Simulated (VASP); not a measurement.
Runs of VASP 6.6.1 on Al4Te. The structure is that of space group P4/mmm (No. 123), or close to it. The cells are those of the table. 

```tsv
task	cell	k mesh	cutoff (eV)	k mesh for the DOS	occupations for the DOS	gap on the mesh (eV)	pressure (GPa)	largest force (eV/Å)
single point	a = 3.589, b = 3.589, c = 8.612 Å, 5 atoms	6 × 6 × 4	520	-	-	none	0.0	0.01
relaxation of cell and atoms	relaxed from a = 3.589, b = 3.589, c = 8.612 Å, 5 atoms	10 × 10 × 6	600	-	-	none	0.0	0.01
single point	a = 3.310, b = 3.310, c = 7.021 Å, 5 atoms	6 × 6 × 4	520	-	-	none	51.8	(a)
single point	a = 3.435, b = 3.435, c = 9.182 Å, 5 atoms	10 × 10 × 6	520	-	-	none	0.0	-
```

Alike in all rows: level PBE; potentials or basis VASP PAW PBE potentials, release 64 (Al, Te); no spin polarisation; smearing gaussian 0.1 eV.

**Question.** Estimate the missing entries.

**Answer.** (a) 1.99.

Caveats: spin-orbit coupling is left out, which moves the levels of the heavy elements; forces of over 1 eV/Å act on the atoms, so gaps and moduli don't describe the material at rest (some runs).

A k mesh can miss the band edges, and the runs leave out spin-orbit coupling on Te.

A gap of «none» marks levels without a gap at the run's occupations.
